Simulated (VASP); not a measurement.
# MgF2 (P4_2/mnm) in VASP: further runs, part 4 of 4

VASP 6.6.1.

**5. Relaxation of cell and atoms, PBE, target pressure 40 GPa, at which the enthalpy is minimised**

Input file INCAR:

```
SYSTEM = MgF2
ALGO = Normal ; EDIFF = 1E-7
EDIFFG = -0.01 ; ENCUT = 600
GGA = PE ; GGA_COMPAT = .FALSE.
IBRION = 2 ; ISIF = 3
ISMEAR = 0 ; LASPH = .TRUE.
LCHARG = .FALSE. ; LREAL = .FALSE.
LWAVE = .FALSE. ; NELM = 120
NELMIN = 4 ; NSW = 60
PREC = Accurate ; PSTRESS = 400.0
SIGMA = 0.01
```

Input file KPOINTS:

```
k-points
0
G
  4 4 6
  0 0 0
```

Input file POSCAR:

```
MgF2
1.0
    4.6250000000      0.0000000000      0.0000000000
    0.0000000000      4.6250000000      0.0000000000
    0.0000000000      0.0000000000      3.0520000000
Mg F
2 4
Direct
    0.0000000000      0.0000000000      0.0000000000
    0.5000000000      0.5000000000      0.5000000000
    0.3030000000      0.3030000000      0.0000000000
    0.1970000000      0.8030000000      0.5000000000
    0.6970000000      0.6970000000      0.0000000000
    0.8030000000      0.1970000000      0.5000000000
```

Potentials or basis: VASP PAW PBE potentials, release 64 (Mg, F).

Run with:

```
$ cat potpaw_PBE.64/Mg/POTCAR potpaw_PBE.64/F/POTCAR > POTCAR
$ mpirun -np 1 vasp_std > vasp.out
```

OUTCAR:

```text
SYSTEM = MgF2
   EDIFF = 1E-7
   EDIFFG = -0.01
   ENCUT = 600
   GGA = PE
   IBRION = 2
   ISIF = 3
   ISMEAR = 0
   LASPH = .TRUE.
   LREAL = .FALSE.
   NELM = 120
   NELMIN = 4
   NSW = 60
   PREC = Accurate
   PSTRESS = 400.0

 ion  position               nearest neighbor table
   1  0.000  0.000  0.000-   3 1.98   5 1.98   4 2.00   6 2.00   4 2.00   6 2.00   2 3.61   2 3.61
                             2 3.61   2 3.61   2 3.61   2 3.61   2 3.61   2 3.61
   2  0.500  0.500  0.500-   4 1.98   6 1.98   5 2.00   3 2.00   3 2.00   5 2.00   1 3.61   1 3.61
                             1 3.61   1 3.61   1 3.61   1 3.61   1 3.61   1 3.61
   3  0.303  0.303  0.000-   1 1.98   2 2.00   2 2.00
   4  0.197  0.803  0.500-   2 1.98   1 2.00   1 2.00
   5  0.697  0.697  0.000-   1 1.98   2 2.00   2 2.00
   6  0.803  0.197  0.500-   2 1.98   1 2.00   1 2.00

  LATTYP: Found a simple tetragonal cell.
 ALAT       =     4.6250000000
 C/A-ratio  =     0.6598918919

  Lattice vectors:

 A1 = (   4.6250000000,   0.0000000000,   0.0000000000)
 A2 = (   0.0000000000,   4.6250000000,   0.0000000000)
 A3 = (   0.0000000000,   0.0000000000,   3.0520000000)

Analysis of symmetry for initial positions (statically):
=====================================================================
 Subroutine PRICEL returns:
 Original cell was already a primitive cell.

 Routine SETGRP: Setting up the symmetry group for a
 simple tetragonal supercell.

 Subroutine GETGRP returns: Found 16 space group operations
 (whereof  8 operations were pure point group operations)
 out of a pool of 16 trial point group operations.

The static configuration has the point symmetry D_2h.
 The point group associated with its full space group is D_4h.

Analysis of symmetry for dynamics (positions and initial velocities):
=====================================================================
 Subroutine PRICEL returns:
 Original cell was already a primitive cell.

 Routine SETGRP: Setting up the symmetry group for a
 simple tetragonal supercell.

 Subroutine GETGRP returns: Found 16 space group operations
 (whereof  8 operations were pure point group operations)
 out of a pool of 16 trial point group operations.

The dynamic configuration has the point symmetry D_2h.
 The point group associated with its full space group is D_4h.

 Subroutine INISYM returns: Found 16 space group operations
 (whereof  8 operations are pure point group operations),
 and found     1 'primitive' translations

----------------------------------------------------------------------------------------

                                     Primitive cell

  volume of cell :      65.2842

  direct lattice vectors                    reciprocal lattice vectors
     4.625000000  0.000000000  0.000000000     0.216216216  0.000000000  0.000000000
     0.000000000  4.625000000  0.000000000     0.000000000  0.216216216  0.000000000
     0.000000000  0.000000000  3.052000000     0.000000000  0.000000000  0.327653997

  length of vectors
     4.625000000  4.625000000  3.052000000     0.216216216  0.216216216  0.327653997

  position of ions in fractional coordinates (direct lattice)
     0.000000000  0.000000000  0.000000000
     0.500000000  0.500000000  0.500000000
     0.303000000  0.303000000  0.000000000
     0.197000000  0.803000000  0.500000000
     0.697000000  0.697000000  0.000000000
     0.803000000  0.197000000  0.500000000

  ion indices of the primitive-cell ions
   primitive index   ion index
                 1           1
                 2           2
                 3           3
                 4           4
                 5           5
                 6           6

[... 21 lines left out ...]
 Subroutine IBZKPT returns following result:
 ===========================================

 Found     24 irreducible k-points:

 Following reciprocal coordinates:
            Coordinates               Weight
  0.000000  0.000000  0.000000      1.000000
  0.250000  0.000000  0.000000      4.000000
  0.500000  0.000000  0.000000      2.000000
  0.250000  0.250000  0.000000      4.000000
  0.500000  0.250000  0.000000      4.000000
  0.500000  0.500000  0.000000      1.000000
[... 16 lines left out ...]
  0.500000  0.250000  0.500000      4.000000
  0.500000  0.500000  0.500000      1.000000
   k-points           NKPTS =     24   k-points in BZ     NKDIM =     24   number of bands    NBANDS=     20
   number of dos      NEDOS =    301   number of ions     NIONS =      6
   total plane-waves  NPLWV =  38400
   dimension x,y,z NGX =    40 NGY =   40 NGZ =   24
   dimension x,y,z NGXF=    80 NGYF=   80 NGZF=   48
   ions per type =               2   4
   NGX,Y,Z   is equivalent  to a cutoff of  14.38, 14.38, 13.07 a.u.
   NGXF,Y,Z  is equivalent  to a cutoff of  28.76, 28.76, 26.15 a.u.
 SYSTEM =  MgF2
   PREC   = accura    normal or accurate (medium, high low for compatibility)
   ISTART =      0    job   : 0-new  1-cont  2-samecut
   ICHARG =      2    charge: 1-file 2-atom 10-const
   ISPIN  =      1    spin polarized calculation?
   LNONCOLLINEAR =      F non collinear calculations
   LSORBIT =      F    spin-orbit coupling
   LASPH  =      T    aspherical Exc in radial PAW
   ENCUT  =  600.0 eV  44.10 Ry    6.64 a.u.   9.24  9.24  6.10*2*pi/ulx,y,z
   NELM   =    120;   NELMIN=  4; NELMDL= -5     # of ELM steps
   EDIFF  = 0.1E-06   stopping-criterion for ELM
   LREAL  =      F    real-space projection
   EDIFFG = -.1E-01   stopping-criterion for IOM
   NSW    =     60    number of steps for IOM
   IBRION =      2    ionic relax: 0-MD 1-quasi-New 2-CG
   NFREE  =      1    steps in history (QN), initial steepest desc. (CG)
   ISIF   =      3    stress and relaxation
   ISYM   =      2    0-nonsym 1-usesym 2-fastsym
   POTIM  = 0.5000    time-step for ionic-motion
   TEBEG  =    0.0;   TEEND  =   0.0 temperature during run
   PSTRESS=  400.0 pullay stress
   NELECT =      32.0000    total number of electrons
   NUPDOWN=      -1.0000    fix difference up-down
   EMIN   =  10.00;   EMAX   =-10.00  energy-range for DOS
   EFERMI =   0.00;   METHOD = LEGACY
   ISMEAR =     0;   SIGMA  =   0.01  broadening in eV -4-tet -1-fermi 0-gaus
   EFERMI_NEDOS =   21; number of points for ismear=-14 and -15
   IALGO  =     38    algorithm
   IMIX   =      4    mixing-type and parameters
     AMIX     =   0.40;   BMIX     =  1.00
     AMIX_MAG =   1.60;   BMIX_MAG =  1.00
  volume/ion in A,a.u.               =      10.88        73.43
  Fermi-wavevector in a.u.,A,eV,Ry     =   1.290790  2.439239 22.669184  1.666138
  Thomas-Fermi vector in A             =   2.422600
   LORBIT       =      0    0 simple, 1 ext, 2 COOP (PROOUT), +10 PAW based schemes
   GGA     = PE    functional components
   LHFCALC =     F    Hartree Fock is set to
   AEXX    =    0.0000 exact exchange contribution
   IVDW    =     0    specifies the selected vdW correction
   LEPSILON=     F    determine dielectric tensor
   LRPA    =     F    only Hartree local field effects (RPA)
 conjugate gradient relaxation of ions
 non-spin polarized calculation
 Gauss-broadening in eV      SIGMA  =   0.01
  energy-cutoff  :      600.00
  volume of cell :       65.28
 maximum number of plane-waves:      2196
 NGX is ok and might be reduce to    40
   NGX = 19   NGY = 19   NGZ = 13

--------------------------------------- Ionic step        1  -------------------------------------------

 number of electron      32.0000022 magnetization

 Free energy of the ion-electron system (eV)
  ---------------------------------------------------
  ext. energy  EPLUGINS =         0.00000000
  ---------------------------------------------------
  free energy    TOTEN  =       -31.52118601 eV

  energy without entropy =      -31.52118601  energy(sigma->0) =      -31.52118601

 E-fermi :  -1.1575     XC(G=0):  -9.7298

 val. band max:       -1.2132234546   @ k =   0.0000   0.0000   0.0000
 cond. band min:       5.8829626644   @ k =   0.0000   0.0000   0.0000
 fundamental gap:      7.0961861190
 Fermi energy:        -1.1575343114

 k-point     1 :       0.0000    0.0000    0.0000
  band No.  band energies     occupation
      1     -21.9598      2.00000
      2     -21.1577      2.00000
      3     -21.1577      2.00000
      4     -21.0655      2.00000
      5      -5.2865      2.00000
      6      -3.7092      2.00000
[... 662 lines left out ...]
  energy  without entropy=      -30.1576906632  energy(sigma->0) =      -30.15769066

  enthalpy is  TOTEN    =       -16.8699380851 eV   P V=       13.2877525781

[... ionic steps 4 to 7 ...]

--------------------------------------- Ionic step        8  -------------------------------------------

 number of electron      32.0000012 magnetization

------------------------ aborting loop because EDIFF is reached ----------------------------------------
[... 79 lines left out ...]
--------------------------------------- Ionic step       10  -------------------------------------------

 number of electron      32.0000013 magnetization

 Free energy of the ion-electron system (eV)
  ---------------------------------------------------
  ext. energy  EPLUGINS =         0.00000000
  ---------------------------------------------------
  free energy    TOTEN  =       -30.08321843 eV

  energy without entropy =      -30.08321843  energy(sigma->0) =      -30.08321843

 E-fermi :   0.3666     XC(G=0): -10.7990

 val. band max:        0.2679057415   @ k =   0.0000   0.0000   0.0000
 cond. band min:       8.9489722908   @ k =   0.0000   0.0000   0.0000
 fundamental gap:      8.6810665493
 Fermi energy:         0.3666400739

 k-point     1 :       0.0000    0.0000    0.0000
  band No.  band energies     occupation
      1     -21.3948      2.00000
      2     -20.1033      2.00000
      3     -20.1033      2.00000
      4     -19.9463      2.00000
      5      -4.6607      2.00000
      6      -3.2319      2.00000
[... 578 lines left out ...]
  energy  without entropy=      -30.0832184328  energy(sigma->0) =      -30.08321843

  enthalpy is  TOTEN    =       -16.8890055923 eV   P V=       13.1942128405

 reached required accuracy - stopping structural energy minimisation
```

Wall time 6.7 min (1 thread of AMD EPYC 7R13, shared host); peak memory 0.19 GiB.

Results:

```
Free energy                                                : -30.0832 eV
Relaxed volume                                             : 8.81 Å³/atom
Relaxed cell                                               : a = 4.294 Å, b = 4.294 Å, c = 2.866 Å, α = 90.00°, β = 90.00°, γ = 90.00°
Space group after relaxing (to 0.1 Å)                      : P4_2/mnm (No. 136)
Energy change on relaxing (the run minimises the enthalpy) : +239.7 meV/atom
Ionic steps                                                : 10
Pressure after relaxing                                    : 40.0 GPa
Largest force after relaxing                               : 0.009 eV/Å
Band gap on the k mesh                                     : 8.68 eV
```

Forces in eV/Å, atoms in the order of the input:
```
Mg   0.000  0.000  0.000
Mg   0.000  0.000  0.000
F    0.006  0.006  0.000
F   -0.006  0.006  0.000
F   -0.006 -0.006  0.000
F    0.006 -0.006  0.000
```

Step by step:
```csv
step,energy change (eV),largest force (eV/Å),pressure (GPa),volume (Å³)
1,0.0000,0.0219,3.50,65.28
2,4.9041,0.9431,100.52,44.55
3,1.3635,0.4163,38.62,53.22
4,1.4241,0.4276,39.79,52.98
5,1.4817,0.4383,40.90,52.75
6,1.5094,0.1753,41.21,52.58
7,1.4954,0.0075,41.08,52.62
8,1.3975,0.0149,39.18,53.01
9,1.4368,0.0117,39.94,52.85
10,1.4380,0.0088,39.96,52.85
```

Final structure:
```xyz
6
Lattice="4.2942 0.0000 0.0000 0.0000 4.2942 0.0000 0.0000 0.0000 2.8659" Properties=species:S:1:pos:R:3 pbc="T T T"
Mg    0.0000    0.0000    0.0000
Mg    2.1471    2.1471    1.4330
F     1.2914    1.2914    0.0000
F     0.8557    3.4385    1.4330
F     3.0029    3.0029    2.8659
F     3.4385    0.8557    1.4330
```

Caveat: the cell is relaxed towards a set pressure, so the run minimises the enthalpy, not the energy; the volume moved by over 15 % at a fixed basis, so the end points are rough. As with any semilocal functional, this PBE gap is likely too small.

**6. Summary**

```tsv
cell	gap on the mesh (eV)	pressure (GPa)	largest force (eV/Å)
relaxed to 10 GPa	7.47	10.0	-
relaxed to 20 GPa	7.94	20.0	-
relaxed to 30 GPa	8.34	29.9	0.01
relaxed to 40 GPa	8.68	40.0	0.01
```

Alike in all rows: task relaxation of cell and atoms; level PBE; potentials or basis VASP PAW PBE potentials, release 64 (Mg, F); no spin polarisation; k mesh 4 × 4 × 6; cutoff (eV) 600; smearing gaussian 0.01 eV.

Caveats: the cell is relaxed towards a set pressure, so the run minimises the enthalpy, not the energy; the volume moved by over 15 % at a fixed basis, so the end points are rough (at least some runs).

Absolute energies hang on the potentials; compare differences alone.
